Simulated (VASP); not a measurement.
Write the native input for VASP 6.6.1 that does the following.

* Task: single point
* Functional: PBE
* Dispersion: D3(BJ)
* Potentials or basis: VASP PAW PBE potentials, release 64 (Li_sv)
* Cutoff: 520 eV
* k mesh: 20 × 20 × 20
* Occupations: gaussian, width 0.15 eV
* Spin: no spin polarisation
* Dipole correction: no
* Further INCAR settings: ALGO = Normal; EDIFF = 1e-06; NBANDS = 8

The structure of Li lies in POSCAR:

```
Li
1.0
    0.0000000000      2.4717858593      1.7475526025
    2.4717858593      0.0000000000      1.7475526025
    2.4717858593      2.4717858593      0.0000000000
Li
1
Direct
    0.0000000000      0.0000000000      0.0000000000
```

This cell differs from its parent crystal: ratio of the length along z to the lengths across it x 0.707, volume and fractional coordinates fixed.

One way to write it, as run:

INCAR

```
PREC = Accurate ; ENCUT = 520
EDIFF = 1E-6 ; ISMEAR = 0
SIGMA = 0.15 ; LREAL = False
LASPH = True ; NELM = 100
ALGO = Normal ; ISIF = 2
LWAVE = False ; LCHARG = False
GGA = PE ; IVDW = 12
NBANDS = 8
```

KPOINTS

```
regular mesh
0
Gamma
  20 20 20
```

Potentials or basis: VASP PAW PBE potentials, release 64 (Li_sv).

Command:

```sh
$ cat potpaw_PBE.64/Li_sv/POTCAR > POTCAR
$ mpirun -np 1 vasp_std > vasp.out
```

Results of the run:

```json
{
 "Dispersion energy per atom": "-0.161 eV"
}
```

Run time: 27 s on 1 thread of Intel(R) Xeon(R) 6975P-C (Granite Rapids), on a shared host, peak memory 0.21 GiB.
